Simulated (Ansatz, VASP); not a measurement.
One calculation of TaAs, two programs

Contents of INCAR:

```
SYSTEM = TaAs
ALGO     = Normal         ! electronic algorithm
EDIFF    = 1E-7           ! SCF threshold, eV
ENCUT    = 520            ! plane-wave cutoff, eV
GGA      = CA             ! functional
ISIF     = 2              ! what is computed and relaxed
ISMEAR   = -1             ! smearing method
LASPH    = .True.         ! aspherical terms in the spheres
LCHARG   = .False.        ! write CHGCAR
LREAL    = .False.        ! projectors in reciprocal space
LWAVE    = .False.        ! write WAVECAR
NBANDS   = 24             ! bands
NELM     = 80             ! most SCF steps
PREC     = Accurate       ! precision mode
SIGMA    = 0.05           ! smearing width, eV
```

File KPOINTS:

```
k-points
0
Gamma
  11 11 11
  0 0 0
```

Contents of POSCAR:

```
TaAs
1.0
   -1.6866644514      1.6866644514      5.7481540155
    1.6866644514     -1.6866644514      5.7481540155
    1.6866644514      1.6866644514     -5.7481540155
Ta As
2 2
Direct
    0.4999673000      0.4999673000      0.0000000000
    0.2499673000      0.7499673000      0.5000000000
    0.0826321200      0.0826321200      0.0000000000
    0.8326321200      0.3326321200      0.5000000000
```

Contents of input.yaml:

```yaml
crystal:
  lattice:
    - [-1.6866644514, 1.6866644514, 5.7481540155]
    - [1.6866644514, -1.6866644514, 5.7481540155]
    - [1.6866644514, 1.6866644514, -5.7481540155]
  atoms:
    - { symbol: Ta, position: [0.4999673, 0.4999673, 0.0] }
    - { symbol: Ta, position: [0.2499673, 0.7499673, 0.5] }
    - { symbol: As, position: [0.08263212, 0.08263212, 0.0] }
    - { symbol: As, position: [0.83263212, 0.33263212, 0.5] }
kpoints:
  mp_grid: { grid: [11, 11, 11] }
scf:
  occupations: { method: fermi_dirac, width: 0.05 }
hamiltonian:
  xc: lda
  pseudopotentials: { kind: all_electron, lapw: { basis_error: 0.002 } }
output:
  forces: true
  stress: true
  eigenvalues: true
```

Change from the starting cell: volume scaled by 0.94.

Alike in both runs: task single point; functional LDA; k mesh 11 × 11 × 11; occupations fermi-dirac, width 0.05 eV; no spin polarisation.

|  | VASP | Ansatz |
| --- | --- | --- |
| version | VASP 6.6.1 | Ansatz 0.2.0 |
| potentials or method | VASP PAW LDA potentials, release 64 (Ta_pv, As), cutoff 520 eV | all-electron LAPW, scalar-relativistic |

VASP gave:

| Property | Result |
| --- | --- |
| gap on the k mesh at the Fermi level (eV) | none |
| pressure (GPa) | 5.7 |
| traceless stress, the component that is largest in VASP (GPa) | -1.35 |
| rms of the force components (eV/Å) | 0.032 |

Question: What did Ansatz give for the same quantities?

Answer: gap on the k mesh at the Fermi level (eV): none; pressure (GPa): 4.4; traceless stress, the component that is largest in VASP (GPa): -1.21; rms of the force components (eV/Å): 0.029.

LDA's correlation is that of Perdew and Zunger in VASP and of Perdew and Wang (1992) in Ansatz. Atom by atom the forces differ by 0.003 eV/Å (rms over components). A gap of «none» marks a metal or a gap that the smearing closes. Ansatz ran all-electron here, and VASP with PAW potentials.

Spin-orbit coupling is off throughout.
